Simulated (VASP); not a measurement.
# CoSi2 (Fm-3m) in VASP: single point with PBE

Aim: the single point of CoSi2 with PBE.

Everything below comes from runs of VASP 6.6.1. Logs are shortened: lines on timing, memory, paths and dates and some standing lists are left out, and cuts for length are marked.

## (1) The cell of the first run

The structure is cubic, space group Fm-3m (No. 225). Conventional cell: a = 5.360 Å, b = 5.360 Å, c = 5.360 Å, α = 90.00°, β = 90.00°, γ = 90.00°. Within 3.1 Å of Co (site symmetry m-3m) lie 8 Si at 2.32 Å. Si (site symmetry -43m) has 4 Co at 2.32 Å and 6 Si at 2.68 Å within 3.1 Å.

## (2) Single point, PBE

INCAR

```
ALGO = Normal
EDIFF = 1E-7
ENCUT = 520
GGA = PE
ISIF = 2
ISMEAR = 0
LASPH = True
LCHARG = True
LELF = True
LREAL = False
LVHAR = True
LWAVE = False
NBANDS = 16
NELM = 100
PREC = Accurate
SIGMA = 0.15
```

KPOINTS

```
k-points
0
Gamma
  12 12 12
```

POSCAR

```
CoSi2
1.0
   -0.0000123435      2.6799599985      2.6799171194
    2.6799250770     -0.0000166773      2.6799214533
    2.6799243692      2.6799636247     -0.0000159696
Co Si
1 2
Direct
   -0.0000010457      0.0000002044     -0.0000006474
    0.2499998680      0.2500056040      0.2500030216
    0.7500011777      0.7499941916      0.7499976258
```

Potentials or basis: VASP PAW PBE potentials, release 64 (Co, Si).

Run with:

```bash
cat potpaw_PBE.64/Co/POTCAR potpaw_PBE.64/Si/POTCAR > POTCAR
mpirun -np 1 vasp_std > vasp.out
```

OUTCAR:

```text
EDIFF = 1E-7
   ENCUT = 520
   GGA = PE
   ISIF = 2
   ISMEAR = 0
   LASPH = True
   LREAL = False
   NELM = 100
   PREC = Accurate

 ion  position               nearest neighbor table
   1  1.000  0.000  1.000-   3 2.32   2 2.32   2 2.32   2 2.32   3 2.32   3 2.32   3 2.32   2 2.32

   2  0.250  0.250  0.250-   1 2.32   1 2.32   1 2.32   1 2.32   3 2.68   3 2.68   3 2.68   3 2.68
                             3 2.68   3 2.68
   3  0.750  0.750  0.750-   1 2.32   1 2.32   1 2.32   1 2.32   2 2.68   2 2.68   2 2.68   2 2.68
                             2 2.68   2 2.68

  LATTYP: Found a body centered tetragonal cell.
 ALAT       =     3.7900002831
 C/A-ratio  =     1.4142321637

  Lattice vectors:

 A1 = (  -2.6799243692,  -2.6799636247,   0.0000159696)
 A2 = (   2.6799374205,  -2.6799766758,   0.0000043339)
 A3 = (  -0.0000123435,   2.6799599985,   2.6799171194)

Analysis of symmetry for initial positions (statically):
=====================================================================
 Subroutine PRICEL returns:
 Original cell was already a primitive cell.

 Routine SETGRP: Setting up the symmetry group for a
 body centered tetragonal supercell.

 Subroutine GETGRP returns: Found  4 space group operations
 (whereof  4 operations were pure point group operations)
 out of a pool of 16 trial point group operations.

The static configuration has the point symmetry C_2h.

Analysis of symmetry for dynamics (positions and initial velocities):
=====================================================================
 Subroutine PRICEL returns:
 Original cell was already a primitive cell.

 Routine SETGRP: Setting up the symmetry group for a
 body centered tetragonal supercell.

 Subroutine GETGRP returns: Found  4 space group operations
 (whereof  4 operations were pure point group operations)
 out of a pool of 16 trial point group operations.

The dynamic configuration has the point symmetry C_2h.

 Subroutine INISYM returns: Found  4 space group operations
 (whereof  4 operations are pure point group operations),
 and found     1 'primitive' translations

----------------------------------------------------------------------------------------

                                     Primitive cell

  volume of cell :      38.4952
[... 83 lines left out ...]
   ISTART =      0    job   : 0-new  1-cont  2-samecut
   ICHARG =      2    charge: 1-file 2-atom 10-const
   ISPIN  =      1    spin polarized calculation?
   LNONCOLLINEAR =      F non collinear calculations
   LSORBIT =      F    spin-orbit coupling
   LASPH  =      T    aspherical Exc in radial PAW
   ENCUT  =  520.0 eV  38.22 Ry    6.18 a.u.   7.05  7.05  7.05*2*pi/ulx,y,z
   NELM   =    100;   NELMIN=  2; NELMDL= -5     # of ELM steps
   EDIFF  = 0.1E-06   stopping-criterion for ELM
   LREAL  =      F    real-space projection
   EDIFFG = 0.1E-05   stopping-criterion for IOM
   NSW    =      0    number of steps for IOM
   IBRION =     -1    ionic relax: 0-MD 1-quasi-New 2-CG
   NFREE  =      0    steps in history (QN), initial steepest desc. (CG)
   ISIF   =      2    stress and relaxation
   ISYM   =      2    0-nonsym 1-usesym 2-fastsym
   POTIM  = 0.5000    time-step for ionic-motion
   TEBEG  =    0.0;   TEEND  =   0.0 temperature during run
   PSTRESS=    0.0 pullay stress
   NELECT =      17.0000    total number of electrons
   NUPDOWN=      -1.0000    fix difference up-down
   EMIN   =  10.00;   EMAX   =-10.00  energy-range for DOS
   EFERMI =   0.00;   METHOD = LEGACY
   ISMEAR =     0;   SIGMA  =   0.15  broadening in eV -4-tet -1-fermi 0-gaus
   EFERMI_NEDOS =   21; number of points for ismear=-14 and -15
   IALGO  =     38    algorithm
   IMIX   =      4    mixing-type and parameters
     AMIX     =   0.40;   BMIX     =  1.00
     AMIX_MAG =   1.60;   BMIX_MAG =  1.00
  volume/ion in A,a.u.               =      12.83        86.59
  Fermi-wavevector in a.u.,A,eV,Ry     =   1.246682  2.355887 21.146386  1.554216
  Thomas-Fermi vector in A             =   2.380848
   LORBIT       =      0    0 simple, 1 ext, 2 COOP (PROOUT), +10 PAW based schemes
   GGA     = PE    functional components
   LHFCALC =     F    Hartree Fock is set to
   AEXX    =    0.0000 exact exchange contribution
   IVDW    =     0    specifies the selected vdW correction
   LEPSILON=     F    determine dielectric tensor
   LRPA    =     F    only Hartree local field effects (RPA)
 non-spin polarized calculation
 Gauss-broadening in eV      SIGMA  =   0.15
  energy-cutoff  :      520.00
  volume of cell :       38.50
 maximum number of plane-waves:      1056
   NGX = 15   NGY = 15   NGZ = 15

 number of electron      16.9999996 magnetization

 Free energy of the ion-electron system (eV)
  ---------------------------------------------------
  ext. energy  EPLUGINS =         0.00000000
  ---------------------------------------------------
  free energy    TOTEN  =       -19.30083915 eV

  energy without entropy =      -19.29016851  energy(sigma->0) =      -19.29550383

 E-fermi :  10.0427     XC(G=0): -11.7364

 val. band max:       10.0274943042   @ k =  -0.1667  -0.2500   0.1667
 cond. band min:      10.0661102552   @ k =   0.4167  -0.0000   0.0833
 fundamental gap:      0.0386159510
 Fermi energy:        10.0426640713

 k-point     1 :       0.0000    0.0000    0.0000
  band No.  band energies     occupation
      1      -3.0442      2.00000
      2       5.9952      2.00000
      3       5.9952      2.00000
      4       5.9953      2.00000
      5       8.1621      2.00000
      6       8.1622      2.00000
[... 433 lines left out ...]
      3       6.0422      2.00000
      4       6.0948      2.00000
      5       7.8777      2.00000
      6       8.2109      2.00000
[... 8 lines left out ...]
     15      16.2073      0.00000
     16      16.3940      0.00000

 [... further k-points ...]
[... 5 lines left out ...]
  --------------------------------------------------------------------------------------
  -------------------------------------------------------------------------------------
  Total       -0.0345893     -0.0349227     -0.0345892     -0.0000827     -0.0000827      0.0000576
  in kB       -1.4396124     -1.4534897     -1.4396085     -0.0034420     -0.0034421      0.0023990
  external PRESSURE =      -1.4442369 kB  Pullay stress =       0.0000000 kB

 VOLUME and BASIS-vectors are now :
 -----------------------------------------------------------------------------
  energy-cutoff  :      520.00
  volume of cell :       38.50
      direct lattice vectors                 reciprocal lattice vectors
    -0.000012343  2.679959999  2.679917119    -0.186571116  0.186569495  0.186572529
     2.679925077 -0.000016677  2.679921453     0.186571926 -0.186568081  0.186571926
     2.679924369  2.679963625 -0.000015970     0.186572024  0.186568990 -0.186571116

 POSITION                                       TOTAL-FORCE (eV/Angst)
 -----------------------------------------------------------------------------------
      2.67991      5.35992      2.67990         0.000000     -0.000000      0.000000
      1.33998      1.33998      1.33997        -0.000144     -0.000028     -0.000144
      4.01986      4.01993      4.01985         0.000144      0.000028      0.000144
 -----------------------------------------------------------------------------------
    total drift:                                0.000106      0.000403      0.000200

  FREE ENERGIE OF THE ION-ELECTRON SYSTEM (eV)
  ---------------------------------------------------
  free  energy   TOTEN  =       -19.3008391509 eV

  energy  without entropy=      -19.2901685140  energy(sigma->0) =      -19.29550383
```

stdout:

```text
POSCAR found type information on POSCAR CoSi
 POSCAR found :  2 types and       3 ions
 scaLAPACK will be used
 LDA part: xc-table for (Slater+PW92), standard interpolation
 POSCAR, INCAR and KPOINTS ok, starting setup
 FFT: planning ... GRIDC
 FFT: planning ... GRID_SOFT
 FFT: planning ... GRID
 WAVECAR not read
 entering main loop
```

Wall time 5.3 min (1 thread of Intel Xeon 8259CL, shared host); peak memory 0.39 GiB.

What came out:

* Free energy: -19.3008 eV
* Pressure: -0.1 GPa
* Band gap on the k mesh: zero (an odd number of electrons rules out a gap without spin polarisation)

Caveat: the run has no spin polarisation, though such a crystal can be magnetic. Spin polarisation is off, so any magnetic state and its effect on volume and gap are missing.
